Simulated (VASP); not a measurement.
# Al2Cu (I4/mmm) in VASP: notebook, part 2 of 2

VASP 6.6.1. The steps go on from the part before.

## Step 5: Single point, PBEsol (uniaxial strain along c: -4.0 %, then relaxed in part)

Input file INCAR:

```
SYSTEM = Al2Cu
ALGO     = Fast           ! electronic algorithm
EDIFF    = 1E-7           ! SCF threshold, eV
ENCUT    = 520            ! plane-wave cutoff, eV
GGA      = PS             ! functional
ISIF     = 2              ! what is computed and relaxed
ISMEAR   = 0              ! smearing method
LASPH    = .True.         ! aspherical terms in the spheres
LCHARG   = .False.        ! write CHGCAR
LREAL    = .False.        ! projectors in reciprocal space
LWAVE    = .False.        ! write WAVECAR
NBANDS   = 26             ! bands
NELM     = 100            ! most SCF steps
PREC     = Accurate       ! precision mode
SIGMA    = 0.1            ! smearing width, eV
```

Input file KPOINTS:

```
k-points
0
Gamma
  10 10 6
  0 0 0
```

Input file POSCAR:

```
Al2Cu
1.0
    2.8961164614      2.8961164614      0.0000000000
   -2.8961164614      2.8961164614      0.0000000000
    0.0000000000      0.0000000000      5.4973033298
Al Cu
4 2
Direct
    0.5000000000      0.0000000000      0.2500000000
    0.0000000000      0.5000000000      0.2500000000
    0.0000000000      0.5000000000      0.7500000000
    0.5000000000      0.0000000000      0.7500000000
    0.0000000000      0.0000000000      0.5000000000
    0.5000000000      0.5000000000      0.0000000000
```

Potentials or basis: VASP PAW PBE potentials, release 64 (Al, Cu).

Run with:

```sh
> cat potpaw_PBE.64/Al/POTCAR potpaw_PBE.64/Cu/POTCAR > POTCAR
> mpirun -np 1 vasp_std > vasp.out
```

OUTCAR:

```text
SYSTEM = Al2Cu
   EDIFF = 1E-7
   ENCUT = 520
   GGA = PS
   ISIF = 2
   ISMEAR = 0
   LASPH = .True.
   LREAL = .False.
   NELM = 100
   PREC = Accurate

 ion  position               nearest neighbor table
   1  0.500  0.000  0.250-   5 2.47   6 2.47   6 2.47   5 2.47   4 2.75   4 2.75   2 2.90   2 2.90
                             2 2.90   2 2.90
   2  0.000  0.500  0.250-   5 2.47   6 2.47   5 2.47   6 2.47   3 2.75   3 2.75   1 2.90   1 2.90
                             1 2.90   1 2.90
   3  0.000  0.500  0.750-   5 2.47   6 2.47   5 2.47   6 2.47   2 2.75   2 2.75   4 2.90   4 2.90
                             4 2.90   4 2.90
   4  0.500  0.000  0.750-   5 2.47   6 2.47   6 2.47   5 2.47   1 2.75   1 2.75   3 2.90   3 2.90
                             3 2.90   3 2.90
   5  0.000  0.000  0.500-   1 2.47   2 2.47   3 2.47   4 2.47   2 2.47   3 2.47   1 2.47   4 2.47

   6  0.500  0.500  0.000-   1 2.47   2 2.47   3 2.47   4 2.47   1 2.47   4 2.47   2 2.47   3 2.47

  LATTYP: Found a simple tetragonal cell.
 ALAT       =     4.0957271779
 C/A-ratio  =     1.3422044709

  Lattice vectors:

 A1 = (   2.8961164614,   2.8961164614,   0.0000000000)
 A2 = (  -2.8961164614,   2.8961164614,   0.0000000000)
 A3 = (   0.0000000000,   0.0000000000,   5.4973033298)

Analysis of symmetry for initial positions (statically):
=====================================================================
 Subroutine PRICEL returns following result:

  LATTYP: Found a body centered tetragonal cell.
 ALAT       =     4.0957271779
 C/A-ratio  =     1.3422044709

  Lattice vectors:

 A1 = (   0.0000000000,  -2.8961164614,  -2.7486516649)
 A2 = (   0.0000000000,   2.8961164614,  -2.7486516649)
 A3 = (   2.8961164614,   0.0000000000,   2.7486516649)

   2 primitive cells build up your supercell.

 Routine SETGRP: Setting up the symmetry group for a
 simple tetragonal supercell.

 Subroutine GETGRP returns: Found 16 space group operations
 (whereof 16 operations were pure point group operations)
 out of a pool of 16 trial point group operations.

The static configuration has the point symmetry D_4h.

Analysis of symmetry for dynamics (positions and initial velocities):
=====================================================================
 Subroutine PRICEL returns following result:

  LATTYP: Found a body centered tetragonal cell.
 ALAT       =     4.0957271779
 C/A-ratio  =     1.3422044709

  Lattice vectors:

 A1 = (   0.0000000000,  -2.8961164614,  -2.7486516649)
 A2 = (   0.0000000000,   2.8961164614,  -2.7486516649)
 A3 = (   2.8961164614,   0.0000000000,   2.7486516649)

   2 primitive cells build up your supercell.

 Routine SETGRP: Setting up the symmetry group for a
 simple tetragonal supercell.

 Subroutine GETGRP returns: Found 16 space group operations
 (whereof 16 operations were pure point group operations)
 out of a pool of 16 trial point group operations.

The dynamic configuration has the point symmetry D_4h.

 Subroutine INISYM returns: Found 16 space group operations
 (whereof 16 operations are pure point group operations),
 and found     2 'primitive' translations

[... 38 lines left out ...]
     0.000000000  0.000000000  0.030317895     0.000000000  0.000000000  0.166666667

  Length of vectors
     0.024415689  0.024415689  0.030317895

  Shift w.r.t. Gamma in fractional coordinates (k-lattice)
     0.000000000  0.000000000  0.000000000

 Subroutine IBZKPT returns following result:
 ===========================================

 Found     84 irreducible k-points:

 Following reciprocal coordinates:
            Coordinates               Weight
  0.000000  0.000000  0.000000      1.000000
  0.100000  0.000000  0.000000      4.000000
  0.200000  0.000000  0.000000      4.000000
  0.300000  0.000000  0.000000      4.000000
  0.400000  0.000000  0.000000      4.000000
  0.500000  0.000000  0.000000      2.000000
[... 16 lines left out ...]
  0.100000  0.000000  0.166667      8.000000
  0.200000  0.000000  0.166667      8.000000
 [... further k-points ...]
   k-points           NKPTS =     84   k-points in BZ     NKDIM =     84   number of bands    NBANDS=     26
   number of dos      NEDOS =    301   number of ions     NIONS =      6
   total plane-waves  NPLWV =  37800
   dimension x,y,z NGX =    30 NGY =   30 NGZ =   42
   dimension x,y,z NGXF=    60 NGYF=   60 NGZF=   84
   ions per type =               4   2
   NGX,Y,Z   is equivalent  to a cutoff of  12.18, 12.18, 12.70 a.u.
   NGXF,Y,Z  is equivalent  to a cutoff of  24.35, 24.35, 25.40 a.u.
 SYSTEM =  Al2Cu
   PREC   = accura    normal or accurate (medium, high low for compatibility)
   ISTART =      0    job   : 0-new  1-cont  2-samecut
   ICHARG =      2    charge: 1-file 2-atom 10-const
   ISPIN  =      1    spin polarized calculation?
   LNONCOLLINEAR =      F non collinear calculations
   LSORBIT =      F    spin-orbit coupling
   LASPH  =      T    aspherical Exc in radial PAW
   ENCUT  =  520.0 eV  38.22 Ry    6.18 a.u.   7.62  7.62 10.22*2*pi/ulx,y,z
   NELM   =    100;   NELMIN=  2; NELMDL= -5     # of ELM steps
   EDIFF  = 0.1E-06   stopping-criterion for ELM
   LREAL  =      F    real-space projection
   EDIFFG = 0.1E-05   stopping-criterion for IOM
   NSW    =      0    number of steps for IOM
   IBRION =     -1    ionic relax: 0-MD 1-quasi-New 2-CG
   NFREE  =      0    steps in history (QN), initial steepest desc. (CG)
   ISIF   =      2    stress and relaxation
   ISYM   =      2    0-nonsym 1-usesym 2-fastsym
   POTIM  = 0.5000    time-step for ionic-motion
   TEBEG  =    0.0;   TEEND  =   0.0 temperature during run
   PSTRESS=    0.0 pullay stress
   NELECT =      34.0000    total number of electrons
   NUPDOWN=      -1.0000    fix difference up-down
   EMIN   =  10.00;   EMAX   =-10.00  energy-range for DOS
   EFERMI =   0.00;   METHOD = LEGACY
   ISMEAR =     0;   SIGMA  =   0.10  broadening in eV -4-tet -1-fermi 0-gaus
   EFERMI_NEDOS =   21; number of points for ismear=-14 and -15
   IALGO  =     68    algorithm
   IMIX   =      4    mixing-type and parameters
     AMIX     =   0.40;   BMIX     =  1.00
     AMIX_MAG =   1.60;   BMIX_MAG =  1.00
  volume/ion in A,a.u.               =      15.37       103.72
  Fermi-wavevector in a.u.,A,eV,Ry     =   1.173899  2.218347 18.749342  1.378038
  Thomas-Fermi vector in A             =   2.310304
   LORBIT       =      0    0 simple, 1 ext, 2 COOP (PROOUT), +10 PAW based schemes
   GGA     = PS    functional components
   LHFCALC =     F    Hartree Fock is set to
   AEXX    =    0.0000 exact exchange contribution
   IVDW    =     0    specifies the selected vdW correction
   LEPSILON=     F    determine dielectric tensor
   LRPA    =     F    only Hartree local field effects (RPA)
 non-spin polarized calculation
 RMM-DIIS sequential band-by-band and
 Gauss-broadening in eV      SIGMA  =   0.10
  energy-cutoff  :      520.00
  volume of cell :       92.22
 maximum number of plane-waves:      2500
   NGX = 15   NGY = 15   NGZ = 21

 number of electron      33.9999970 magnetization

 Free energy of the ion-electron system (eV)
  ---------------------------------------------------
  ext. energy  EPLUGINS =         0.00000000
  ---------------------------------------------------
  free energy    TOTEN  =       -25.98095042 eV

  energy without entropy =      -25.97523124  energy(sigma->0) =      -25.97809083

 E-fermi :   7.3109     XC(G=0): -10.7104

 val. band max:        7.2586961581   @ k =   0.3000   0.2000   0.1667
 cond. band min:       7.3247812293   @ k =   0.0000   0.0000   0.0000
 fundamental gap:      0.0660850713
 Fermi energy:         7.3109407467

 k-point     1 :       0.0000    0.0000    0.0000
  band No.  band energies     occupation
      1      -3.1372      2.00000
      2       1.3691      2.00000
      3       1.5031      2.00000
      4       1.8765      2.00000
      5       2.5529      2.00000
      6       2.6095      2.00000
[... 685 lines left out ...]
     25      12.8725      0.00000
     26      13.9660      0.00000

 [... further k-points ...]
[... 5 lines left out ...]
  --------------------------------------------------------------------------------------
  -------------------------------------------------------------------------------------
  Total        0.1656848      0.1656848      3.7042251      0.0000000      0.0000000      0.0000000
  in kB        2.8786007      2.8786007     64.3570628      0.0000000      0.0000000      0.0000000
  external PRESSURE =      23.3714214 kB  Pullay stress =       0.0000000 kB

 VOLUME and BASIS-vectors are now :
 -----------------------------------------------------------------------------
  energy-cutoff  :      520.00
  volume of cell :       92.22
      direct lattice vectors                 reciprocal lattice vectors
     2.896116461  2.896116461  0.000000000     0.172644991  0.172644991  0.000000000
    -2.896116461  2.896116461  0.000000000    -0.172644991  0.172644991  0.000000000
     0.000000000  0.000000000  5.497303330     0.000000000  0.000000000  0.181907372

 POSITION                                       TOTAL-FORCE (eV/Angst)
 -----------------------------------------------------------------------------------
      1.44806      1.44806      1.37433         0.000000     -0.000000      0.000000
     -1.44806      1.44806      1.37433         0.000000     -0.000000     -0.000000
     -1.44806      1.44806      4.12298         0.000000     -0.000000     -0.000000
      1.44806      1.44806      4.12298         0.000000     -0.000000      0.000000
      0.00000      0.00000      2.74865        -0.000000      0.000000      0.000000
      0.00000      2.89612      0.00000        -0.000000      0.000000      0.000000
 -----------------------------------------------------------------------------------
    total drift:                               -0.000000      0.000000     -0.000000

  FREE ENERGIE OF THE ION-ELECTRON SYSTEM (eV)
  ---------------------------------------------------
  free  energy   TOTEN  =       -25.9809504201 eV

  energy  without entropy=      -25.9752312378  energy(sigma->0) =      -25.97809083
```

Wall time 4.5 min (1 thread of Intel Xeon Platinum 8259CL at 2.50GHz (Skylake/Cascade Lake), shared host); peak memory 0.3 GiB.

Results:

| Quantity | Value |
| --- | --- |
| Free energy | -25.9810 eV |
| Pressure | 2.3 GPa |
| Band gap on the k mesh | zero (band 17 reaches 8.74 eV, above the bottom of band 18 at 4.82 eV) |

Stress tensor (GPa, compression positive):
```
0.29 0.00 0.00
0.00 0.29 0.00
0.00 0.00 6.44
```

Caveat: the cell differs from its parent crystal (uniaxial strain along c: -4.0 %, then relaxed in part); the PAW data sets were made with another functional, which shifts forces and pressure a little.

## Step 6: Summary

| cell | further INCAR settings | gap on the mesh (eV) | pressure (GPa) |
| --- | --- | --- | --- |
| a = 4.110, b = 4.110, c = 5.383 Å, 6 atoms | ALGO = Fast; EDIFF = 1e-06; NBANDS = 26 | none | 4.6 |
| a = 4.117, b = 4.117, c = 5.383 Å, 6 atoms | ALGO = Fast; EDIFF = 1e-07; NBANDS = 26 | none | 3.8 |
| a = 4.090, b = 4.090, c = 5.497 Å, 6 atoms | ALGO = Fast; EDIFF = 1e-07; NBANDS = 26 | none | 2.7 |
| a = 4.096, b = 4.096, c = 5.497 Å, 6 atoms | ALGO = Fast; EDIFF = 1e-07; NBANDS = 26 | none | 2.3 |

Alike in all rows: task single point; level PBEsol; potentials or basis VASP PAW PBE potentials, release 64 (Al, Cu); no spin polarisation; k mesh 10 × 10 × 6; cutoff (eV) 520; smearing gaussian 0.1 eV.

Caveats: the PAW data sets were made with another functional, which shifts forces and pressure a little.

Absolute energies hang on the potentials; compare differences alone.
